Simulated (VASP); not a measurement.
Set up this calculation in VASP 6.6.1, as the native input.

```yaml
Task: single point
Functional: PBEsol
Potentials_or_basis: VASP PAW PBE potentials, release 64 (H, Pb_d, N, O)
Cutoff: 520 eV
k_mesh: 5 × 4 × 4
Occupations: fermi-dirac, width 0.05 eV
Spin: no spin polarisation
Dipole_correction: no
Further_INCAR_settings: ALGO = Normal; EDIFF = 1e-06; NBANDS = 31
```

The structure of HPbNO4 lies in POSCAR:

```
HPbNO4
1.0
    3.7473494114      0.1508998077      0.0886514665
   -0.2324375391      5.4218132809      0.1746902159
   -0.4725300370     -1.8768812670      5.5626354982
H Pb N O
1 1 1 4
Direct
    0.1020891644      0.6562159986      0.5526406862
    0.5970540082      0.5196810680      0.1445137617
    0.9227926162      0.9637006095      0.9579598802
    0.0248547618      0.1386715295      0.8781791950
    0.7234434649      0.0124157126      0.1294382753
    0.0152812970      0.7348585467      0.8694514818
    0.1106846876      0.5930565351      0.3784767197
```

One way to write it, as run:

INCAR

```
SYSTEM = HPbNO4
  ALGO = Normal
  EDIFF = 1E-6
  ENCUT = 520
  GGA = PS
  ISIF = 2
  ISMEAR = -1
  LASPH = .TRUE.
  LCHARG = .TRUE.
  LELF = .TRUE.
  LREAL = .FALSE.
  LVHAR = .TRUE.
  LWAVE = .FALSE.
  NBANDS = 31
  NELM = 100
  PREC = Accurate
  SIGMA = 0.05
```

KPOINTS

```
k-points
0
G
  5 4 4
  0 0 0
```

Potentials or basis: VASP PAW PBE potentials, release 64 (H, Pb_d, N, O).

Launch:

```sh
$ cat potpaw_PBE.64/H/POTCAR potpaw_PBE.64/Pb_d/POTCAR potpaw_PBE.64/N/POTCAR potpaw_PBE.64/O/POTCAR > POTCAR
$ mpirun -np 1 vasp_std > vasp.out
```

Results of the run:

The pressure is 0.7 GPa, the largest force is 0.539 eV/Å and the band gap on the k mesh is 2.98 eV.

Caveat: the standard files for N, O and F lose accuracy on very short bonds; the PAW data sets were made with another functional, which shifts forces and pressure a little; spin-orbit coupling is left out, which moves the levels of the heavy elements.

It took 5.1 min on 1 thread of Intel Xeon 8259CL, with other jobs on the host, peak memory 0.31 GiB.
